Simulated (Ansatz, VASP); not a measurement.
Two plane-wave programs on FeNi3

```xyz
4
Lattice="3.4478 0.0000 0.0000 0.0000 3.4478 0.0000 0.0000 0.0000 3.4478" Properties=species:S:1:pos:R:3 pbc="T T T"
Fe    0.0000    0.0000    0.0000
Ni    0.0000    1.7239    1.7239
Ni    1.7239    0.0000    1.7239
Ni    1.7239    1.7239    0.0000
```

Alike in both runs: functional LDA; k mesh 10 × 10 × 10; occupations fermi-dirac, width 0.1 eV; collinear spin.

Ansatz relaxed the structure, and its values are those at the end. VASP's run is a single point on that final structure, the one shown.

```csv
,VASP,Ansatz
version,VASP 6.6.1,Ansatz 0.2.0
potentials or method,"VASP PAW LDA potentials, release 64 (Fe, Ni)","PAW with Ansatz's default frozen-core files, scalar-relativistic"
plane-wave cutoff (eV),520,420
valence electrons in the cell,38,70
```

```csv
,VASP,Ansatz,Ansatz less VASP
pressure (GPa),-0.3,0.0,+0.22
net moment per atom (μB),1.13,1.14,+0.020
size of the moment on the site where the two differ most (μB),0.60,0.65,+0.052
```

LDA's correlation is that of Perdew and Zunger in VASP and of Perdew and Wang (1992) in Ansatz. Site moments also hang on the region over which each program counts them. VASP's potentials hold 38 valence electrons a cell and Ansatz's 70, so a difference there can come from the potentials and not from the codes.
